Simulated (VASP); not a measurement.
A run of VASP 6.6.1 is set up as follows.

Contents of POSCAR:

```
Ca
1.0
    0.0000000000      2.7835023068      2.7835023068
    2.7835023068      0.0000000000      2.7835023068
    2.7835023068      2.7835023068      0.0000000000
Ca
1
Direct
    0.0000000000      0.0000000000      0.0000000000
```

INCAR.step1

```
PREC = Accurate
ENCUT = 520
ISMEAR = 0
SIGMA = 0.2
LREAL = F
LASPH = T
NELM = 80
NBANDS = 11
GGA = PE
ALGO = Normal
EDIFF = 1E-4
LWAVE = T
LCHARG = F
```

The input INCAR.step2:

```
PREC = Accurate
ENCUT = 520
EDIFF = 1E-6
ISMEAR = 0
SIGMA = 0.2
LREAL = F
LASPH = T
NELM = 80
ALGO = Normal
ISIF = 2
LWAVE = F
LCHARG = T
METAGGA = R2SCAN
LMIXTAU = T
LELF = T
LVHAR = T
NBANDS = 11
ISTART = 1
```

Contents of KPOINTS:

```
Automatic mesh
0
Gamma
  10 10 10
```

Potentials or basis: VASP PAW PBE potentials, release 64 (Ca_sv).

Command:

```sh
$ cat potpaw_PBE.64/Ca_sv/POTCAR > POTCAR
$ cp INCAR.step1 INCAR
$ mpirun -np 1 vasp_std > vasp.out
$ cp INCAR.step2 INCAR
$ mpirun -np 1 vasp_std > vasp.out
```

Problem. What does it give for the band gap on the k mesh?

Solution. Zero (bands 5 and 6 overlap by 0.48 eV).

Problem. Predict the pressure.

Solution. 0.0 GPa.

Caveat: the PAW data sets were made with another functional, which shifts forces and pressure a little.
